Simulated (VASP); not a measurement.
# InAs (Fm-3m) in VASP: settings compared

The runs below take InAs through single point, with BLYP, PBEsol, LDA.

Program: VASP 6.6.1. These are calculated values, not measurements. Logs are shortened: lines on timing, memory, paths and dates and some standing lists are left out, and cuts for length are marked.

## 1. The cell of the first run

Symmetry: Fm-3m, No. 225, cubic system. Conventional cell: a = 5.755 Å, b = 5.755 Å, c = 5.755 Å, α = 90.00°, β = 90.00°, γ = 90.00°. In (site symmetry m-3m) has 6 As at 2.88 Å within 3.8 Å. As (site symmetry m-3m) has 6 In at 2.88 Å within 3.8 Å.

## 2. Single point, BLYP

Input file INCAR:

```
SYSTEM = InAs
  AGGAC = 1.0
  AGGAX = 1.0
  ALDAC = 0.0
  ALDAX = 1.0
  ALGO = Normal
  EDIFF = 1E-7
  ENCUT = 520
  GGA = B5
  ISIF = 2
  ISMEAR = 1
  LASPH = .TRUE.
  LCHARG = .TRUE.
  LELF = .TRUE.
  LREAL = .FALSE.
  LVHAR = .TRUE.
  LWAVE = .FALSE.
  NBANDS = 16
  NELM = 100
  PREC = Accurate
  SIGMA = 0.02
```

Input file KPOINTS:

```
k-points
0
G
  6 6 6
  0 0 0
```

Input file POSCAR:

```
InAs
1.0
    0.0000000000      2.8773040000      2.8773040000
    2.8773040000      0.0000000000      2.8773040000
    2.8773040000      2.8773040000      0.0000000000
In As
1 1
Direct
    0.5000000000      0.5000000000      0.5000000000
    0.0000000000      0.0000000000      0.0000000000
```

Potentials or basis: VASP PAW PBE potentials, release 64 (In_d, As).

Run with:

```
> cat potpaw_PBE.64/In_d/POTCAR potpaw_PBE.64/As/POTCAR > POTCAR
> mpirun -np 1 vasp_std > vasp.out
```

OUTCAR:

```text
SYSTEM = InAs
   EDIFF = 1E-7
   ENCUT = 520
   GGA = B5
   ISIF = 2
   ISMEAR = 1
   LASPH = .TRUE.
   LREAL = .FALSE.
   NELM = 100
   PREC = Accurate

 ion  position               nearest neighbor table
   1  0.500  0.500  0.500-   2 2.88   2 2.88   2 2.88   2 2.88   2 2.88   2 2.88
   2  0.000  0.000  0.000-   1 2.88   1 2.88   1 2.88   1 2.88   1 2.88   1 2.88

  LATTYP: Found a face centered cubic cell.
 ALAT       =     5.7546080000

  Lattice vectors:

 A1 = (   0.0000000000,   2.8773040000,   2.8773040000)
 A2 = (   2.8773040000,   0.0000000000,   2.8773040000)
 A3 = (   2.8773040000,   2.8773040000,   0.0000000000)

Analysis of symmetry for initial positions (statically):
=====================================================================
 Subroutine PRICEL returns:
 Original cell was already a primitive cell.

 Routine SETGRP: Setting up the symmetry group for a
 face centered cubic supercell.

 Subroutine GETGRP returns: Found 48 space group operations
 (whereof 48 operations were pure point group operations)
 out of a pool of 48 trial point group operations.

The static configuration has the point symmetry O_h .

Analysis of symmetry for dynamics (positions and initial velocities):
=====================================================================
 Subroutine PRICEL returns:
 Original cell was already a primitive cell.

 Routine SETGRP: Setting up the symmetry group for a
 face centered cubic supercell.

 Subroutine GETGRP returns: Found 48 space group operations
 (whereof 48 operations were pure point group operations)
 out of a pool of 48 trial point group operations.

The dynamic configuration has the point symmetry O_h .

 Subroutine INISYM returns: Found 48 space group operations
 (whereof 48 operations are pure point group operations),
 and found     1 'primitive' translations

----------------------------------------------------------------------------------------

                                     Primitive cell

  volume of cell :      47.6417

  direct lattice vectors                    reciprocal lattice vectors
     0.000000000  2.877304000  2.877304000    -0.173773783  0.173773783  0.173773783
     2.877304000  0.000000000  2.877304000     0.173773783 -0.173773783  0.173773783
     2.877304000  2.877304000  0.000000000     0.173773783  0.173773783 -0.173773783

  length of vectors
     4.069122340  4.069122340  4.069122340     0.300985021  0.300985021  0.300985021

[... 70 lines left out ...]
   NELM   =    100;   NELMIN=  2; NELMDL= -5     # of ELM steps
   EDIFF  = 0.1E-06   stopping-criterion for ELM
   LREAL  =      F    real-space projection
   EDIFFG = 0.1E-05   stopping-criterion for IOM
   NSW    =      0    number of steps for IOM
   IBRION =     -1    ionic relax: 0-MD 1-quasi-New 2-CG
   NFREE  =      0    steps in history (QN), initial steepest desc. (CG)
   ISIF   =      2    stress and relaxation
   ISYM   =      2    0-nonsym 1-usesym 2-fastsym
   POTIM  = 0.5000    time-step for ionic-motion
   TEBEG  =    0.0;   TEEND  =   0.0 temperature during run
   PSTRESS=    0.0 pullay stress
   NELECT =      18.0000    total number of electrons
   NUPDOWN=      -1.0000    fix difference up-down
   EMIN   =  10.00;   EMAX   =-10.00  energy-range for DOS
   EFERMI =   0.00;   METHOD = LEGACY
   ISMEAR =     1;   SIGMA  =   0.02  broadening in eV -4-tet -1-fermi 0-gaus
   EFERMI_NEDOS =   21; number of points for ismear=-14 and -15
   IALGO  =     38    algorithm
   IMIX   =      4    mixing-type and parameters
     AMIX     =   0.40;   BMIX     =  1.00
     AMIX_MAG =   1.60;   BMIX_MAG =  1.00
  volume/ion in A,a.u.               =      23.82       160.75
  Fermi-wavevector in a.u.,A,eV,Ry     =   1.183505  2.236499 19.057448  1.400683
  Thomas-Fermi vector in A             =   2.319738
   LORBIT       =      0    0 simple, 1 ext, 2 COOP (PROOUT), +10 PAW based schemes
   GGA     = B5    functional components
   LHFCALC =     F    Hartree Fock is set to
   AEXX    =    0.0000 exact exchange contribution
   IVDW    =     0    specifies the selected vdW correction
   LEPSILON=     F    determine dielectric tensor
   LRPA    =     F    only Hartree local field effects (RPA)
 non-spin polarized calculation
 Methfessel and Paxton  Order N= 1 SIGMA  =   0.02
  energy-cutoff  :      520.00
  volume of cell :       47.64
 maximum number of plane-waves:      1303
   NGX = 15   NGY = 15   NGZ = 15

 number of electron      18.0000002 magnetization

 Free energy of the ion-electron system (eV)
  ---------------------------------------------------
  ext. energy  EPLUGINS =         0.00000000
  ---------------------------------------------------
  free energy    TOTEN  =        -5.89441971 eV

  energy without entropy =       -5.89449190  energy(sigma->0) =       -5.89444377

 E-fermi :   6.3874     XC(G=0):  -9.4496

 val. band max:        6.3688398931   @ k =  -0.3333   0.1667   0.0000
 cond. band min:       6.3984613925   @ k =   0.3333   0.0000   0.0000
 fundamental gap:      0.0296214994
 Fermi energy:         6.3873700786

 k-point     1 :       0.0000    0.0000    0.0000
  band No.  band energies     occupation
      1      -8.0067      2.00000
      2      -8.0067      2.00000
      3      -7.9831      2.00000
      4      -7.9831      2.00000
      5      -7.9831      2.00000
      6      -5.7211      2.00000
[... 281 lines left out ...]
      3      -7.9925      2.00000
      4      -7.9369      2.00000
      5      -7.9066      2.00000
      6      -3.2478      2.00000
[... 8 lines left out ...]
     15      18.0267      0.00000
     16      20.6693      0.00000

------------------------ aborting loop because EDIFF is reached ----------------------------------------

  FORCE on cell =-STRESS in cart. coord.  units (eV):
  Direction    XX          YY          ZZ          XY          YZ          ZX
  --------------------------------------------------------------------------------------
  -------------------------------------------------------------------------------------
  Total        1.3627457      1.3627457      1.3627457      0.0000000     -0.0000000     -0.0000000
  in kB       45.8287646     45.8287646     45.8287646      0.0000000     -0.0000000     -0.0000000
  external PRESSURE =      45.8287646 kB  Pullay stress =       0.0000000 kB

 VOLUME and BASIS-vectors are now :
 -----------------------------------------------------------------------------
  energy-cutoff  :      520.00
  volume of cell :       47.64
      direct lattice vectors                 reciprocal lattice vectors
     0.000000000  2.877304000  2.877304000    -0.173773783  0.173773783  0.173773783
     2.877304000  0.000000000  2.877304000     0.173773783 -0.173773783  0.173773783
     2.877304000  2.877304000  0.000000000     0.173773783  0.173773783 -0.173773783

 POSITION                                       TOTAL-FORCE (eV/Angst)
 -----------------------------------------------------------------------------------
      2.87730      2.87730      2.87730         0.000000     -0.000000     -0.000000
      0.00000      0.00000      0.00000        -0.000000      0.000000      0.000000
 -----------------------------------------------------------------------------------
    total drift:                                0.000000      0.000000      0.000000

  FREE ENERGIE OF THE ION-ELECTRON SYSTEM (eV)
  ---------------------------------------------------
  free  energy   TOTEN  =        -5.8944197084 eV

  energy  without entropy=       -5.8944918954  energy(sigma->0) =       -5.89444377
```

Wall time 31 s (1 thread of Intel Xeon 8259CL, shared host); peak memory 0.17 GiB.

Results:

* Free energy: -5.8944 eV
* Pressure: 4.6 GPa
* Band gap on the k mesh: zero (band 9 reaches 6.73 eV, above the bottom of band 10 at 4.18 eV)

Caveat: the PAW data sets were made with another functional, which shifts forces and pressure a little; spin-orbit coupling is left out, which moves the levels of the heavy elements.

## 3. Single point, PBEsol

Input file INCAR:

```
SYSTEM = InAs
  PREC = Accurate
  ENCUT = 520
  EDIFF = 1E-6
  ISMEAR = 1
  SIGMA = 0.02
  LREAL = .False.
  LASPH = .True.
  NELM = 100
  ALGO = Normal
  ISIF = 2
  LWAVE = .False.
  LCHARG = .False.
  GGA = PS
  NBANDS = 16
```

Input file KPOINTS:

```
regular mesh
0
Gamma
  6 6 6
  0 0 0
```

POSCAR is that of step 2.

Potentials or basis: VASP PAW PBE potentials, release 64 (In_d, As).

Run with:

```
> cat potpaw_PBE.64/In_d/POTCAR potpaw_PBE.64/As/POTCAR > POTCAR
> mpirun -np 1 vasp_std > vasp.out
```

OUTCAR:

```text
SYSTEM = InAs
   PREC = Accurate
   ENCUT = 520
   EDIFF = 1E-6
   ISMEAR = 1
   LREAL = .False.
   LASPH = .True.
   NELM = 100
   ISIF = 2
   GGA = PS

 ion  position               nearest neighbor table
   1  0.500  0.500  0.500-   2 2.88   2 2.88   2 2.88   2 2.88   2 2.88   2 2.88
   2  0.000  0.000  0.000-   1 2.88   1 2.88   1 2.88   1 2.88   1 2.88   1 2.88

  LATTYP: Found a face centered cubic cell.
 ALAT       =     5.7546080000

  Lattice vectors:

 A1 = (   0.0000000000,   2.8773040000,   2.8773040000)
 A2 = (   2.8773040000,   0.0000000000,   2.8773040000)
 A3 = (   2.8773040000,   2.8773040000,   0.0000000000)

Analysis of symmetry for initial positions (statically):
=====================================================================
 Subroutine PRICEL returns:
 Original cell was already a primitive cell.

 Routine SETGRP: Setting up the symmetry group for a
 face centered cubic supercell.

 Subroutine GETGRP returns: Found 48 space group operations
 (whereof 48 operations were pure point group operations)
 out of a pool of 48 trial point group operations.

The static configuration has the point symmetry O_h .

Analysis of symmetry for dynamics (positions and initial velocities):
[... 152 lines left out ...]
 val. band max:        5.7702369572   @ k =  -0.3333   0.1667   0.0000
 cond. band min:       5.8203453147   @ k =   0.3333   0.0000   0.0000
 fundamental gap:      0.0501083575
 Fermi energy:         5.8096678379

 k-point     1 :       0.0000    0.0000    0.0000
  band No.  band energies     occupation
      1      -8.4515      2.00000
      2      -8.4515      2.00000
      3      -8.4301      2.00000
      4      -8.4301      2.00000
      5      -8.4301      2.00000
      6      -6.3315      2.00000
[... 281 lines left out ...]
      3      -8.4411      2.00000
      4      -8.3822      2.00000
      5      -8.3500      2.00000
      6      -3.7640      2.00000
[... 8 lines left out ...]
     15      17.3454      0.00000
     16      19.9368      0.00000

------------------------ aborting loop because EDIFF is reached ----------------------------------------

  FORCE on cell =-STRESS in cart. coord.  units (eV):
  Direction    XX          YY          ZZ          XY          YZ          ZX
  --------------------------------------------------------------------------------------
  -------------------------------------------------------------------------------------
  Total       -0.9459338     -0.9459338     -0.9459338      0.0000000     -0.0000000     -0.0000000
  in kB      -31.8114939    -31.8114939    -31.8114939      0.0000000     -0.0000000     -0.0000000
  external PRESSURE =     -31.8114939 kB  Pullay stress =       0.0000000 kB

 VOLUME and BASIS-vectors are now :
 -----------------------------------------------------------------------------
  energy-cutoff  :      520.00
  volume of cell :       47.64
      direct lattice vectors                 reciprocal lattice vectors
     0.000000000  2.877304000  2.877304000    -0.173773783  0.173773783  0.173773783
     2.877304000  0.000000000  2.877304000     0.173773783 -0.173773783  0.173773783
     2.877304000  2.877304000  0.000000000     0.173773783  0.173773783 -0.173773783

 POSITION                                       TOTAL-FORCE (eV/Angst)
 -----------------------------------------------------------------------------------
      2.87730      2.87730      2.87730         0.000000     -0.000000      0.000000
      0.00000      0.00000      0.00000        -0.000000      0.000000     -0.000000
 -----------------------------------------------------------------------------------
    total drift:                                0.000000      0.000000      0.000000

  FREE ENERGIE OF THE ION-ELECTRON SYSTEM (eV)
  ---------------------------------------------------
  free  energy   TOTEN  =        -8.2096661831 eV

  energy  without entropy=       -8.2096181415  energy(sigma->0) =       -8.20965017
```

stdout:

```text
POSCAR found type information on POSCAR InAs
 POSCAR found :  2 types and       2 ions
 scaLAPACK will be used
 -----------------------------------------------------------------------------
|                                                                             |
|                                                                             |
|     You enforced a specific xc type in the INCAR file but a different       |
|     I HOPE YOU KNOW WHAT YOU ARE DOING!                                     |
|                                                                             |
 -----------------------------------------------------------------------------

 LDA part: xc-table for (Slater+PW92), standard interpolation
 POSCAR, INCAR and KPOINTS ok, starting setup
 FFT: planning ... GRIDC
 FFT: planning ... GRID_SOFT
 FFT: planning ... GRID
 WAVECAR not read
 entering main loop
```

It took 15 s on 1 thread of Intel Xeon 8259CL, shared host; peak memory 0.17 GiB.

What came out:

* Free energy: -8.2097 eV
* Pressure: -3.2 GPa
* Band gap on the k mesh: zero (band 9 reaches 6.17 eV, above the bottom of band 10 at 3.54 eV)

Caveat: the PAW data sets were made with another functional, which shifts forces and pressure a little; spin-orbit coupling is left out, which moves the levels of the heavy elements.

## 4. Single point, LDA

Input file INCAR:

```
  ALGO = Normal
  EDIFF = 1E-6
  ENCUT = 520
  GGA = CA
  ISIF = 2
  ISMEAR = 1
  LASPH = True
  LCHARG = False
  LREAL = False
  LWAVE = False
  NBANDS = 16
  NELM = 100
  PREC = Accurate
  SIGMA = 0.02
```

Input file KPOINTS:

```
k-points
0
Gamma
  6 6 6
```

POSCAR is that of step 3.

Potentials or basis: VASP PAW LDA potentials, release 64 (In_d, As).

Run with:

```
> cat potpaw_LDA.64/In_d/POTCAR potpaw_LDA.64/As/POTCAR > POTCAR
> mpirun -np 1 vasp_std > vasp.out
```

It took 15 s on 1 thread of Intel Xeon 8259CL, shared host; peak memory 0.15 GiB.

Results (log left out):

```
Free energy            : -8.7243 eV
Pressure               : -5.0 GPa
Band gap on the k mesh : zero (band 9 reaches 6.15 eV, above the bottom of band 10 at 3.54 eV)
```

Levels at points of the mesh, in eV from the Fermi level:
| k point | band 5 | band 6 | band 7 | band 8 | band 9 | band 10 | band 11 | band 12 | band 13 | band 14 |
| --- | --- | --- | --- | --- | --- | --- | --- | --- | --- | --- |
| (0.00, 0.00, 0.00) | -14.26 | -12.15 | -0.86 | -0.23 | -0.23 | -0.23 | 7.19 | 7.19 | 7.19 | 7.32 |
| (0.50, 0.00, 0.00) | -14.20 | -10.48 | -6.59 | 0.17 | 0.17 | 2.02 | 3.18 | 3.18 | 4.26 | 10.54 |
| (0.50, 0.50, 0.00) | -14.18 | -9.61 | -4.73 | -3.09 | -2.26 | -2.26 | 3.87 | 9.01 | 9.01 | 9.85 |

Caveat: spin-orbit coupling is left out, which moves the levels of the heavy elements.

## 5. Overview

```tsv
level	potentials or basis	gap on the mesh (eV)	pressure (GPa)
BLYP	VASP PAW PBE potentials, release 64 (In_d, As)	none	4.6
PBEsol	VASP PAW PBE potentials, release 64 (In_d, As)	none	-3.2
LDA	VASP PAW LDA potentials, release 64 (In_d, As)	none	-5.0
```

Alike in all rows: task single point; no spin polarisation; cell as given; k mesh 6 × 6 × 6; cutoff (eV) 520; smearing methfessel-paxton 0.02 eV.

Caveats: spin-orbit coupling is left out, which moves the levels of the heavy elements; the PAW data sets were made with another functional, which shifts forces and pressure a little (some runs).

Absolute energies hang on the potentials; compare differences alone.
